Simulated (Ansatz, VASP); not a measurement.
**CdSe: VASP beside Ansatz**

```
Cd Se
1.0
     0.00000    2.86930    2.86930
     2.86930    0.00000    2.86930
     2.86930    2.86930    0.00000
Cd Se
1 1
Direct
  0.00000 0.00000 0.00000
  0.50000 0.50000 0.50000
```

Alike in both runs: functional PBE; k mesh 13 × 13 × 13; occupations fermi-dirac, width 0.08 eV; no spin polarisation.

Ansatz relaxed the structure, and its values are those at the end. VASP's run is a single point on that final structure, the one shown.

|  | VASP | Ansatz |
| --- | --- | --- |
| version | VASP 6.6.1 | Ansatz 0.2.0 |
| potentials or method | VASP PAW PBE potentials, release 64 (Cd, Se) | PAW with Ansatz's default frozen-core files, scalar-relativistic |
| plane-wave cutoff (eV) | 500 | 420 |
| valence electrons in the cell | 18 | 36 |

```csv
,VASP,Ansatz,Ansatz less VASP
pressure (GPa),0.3,0.0,-0.32
```

VASP's potentials hold 18 valence electrons a cell and Ansatz's 36, so a difference there can come from the potentials and not from the codes.
